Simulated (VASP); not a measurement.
**Ca: single point with LDA**

Crystal: Ca.

```
Ca
1.0
     0.00000    2.67145    2.67145
     2.67145    0.00000    2.67145
     2.67145    2.67145    0.00000
Ca
1
Direct
  0.00000 0.00000 0.00000
```

- Program: VASP 6.6.1
- Task: single point
- Functional: LDA
- Potentials or basis: VASP PAW LDA potentials, release 64 (Ca_sv)
- Cutoff: 520 eV
- k mesh: 10 × 10 × 10
- Occupations: gaussian, width 0.03 eV
- Spin: no spin polarisation
- Dipole correction: no
- Further INCAR settings: ALGO = Normal; EDIFF = 1e-06; NBANDS = 11

The pressure is -0.1 GPa. The band gap on the k mesh is zero (band 5 reaches 2.26 eV, above the bottom of band 6 at 2.17 eV).

Levels at points of the mesh, in eV from the Fermi level:
```tsv
k point	band 3	band 4	band 5	band 6	band 7	band 8
(0.00, 0.00, 0.00)	-22.56	-22.56	-4.23	2.31	2.31	2.31
(0.50, 0.00, 0.00)	-22.59	-22.59	-1.11	-0.04	2.19	2.19
(0.50, 0.50, 0.00)	-22.64	-22.64	-0.63	0.40	1.18	4.28
```

It took 7.1 s on 1 thread of AMD EPYC 9R45 96-Core Processor (Zen 5), on a shared host, peak memory 0.12 GiB.
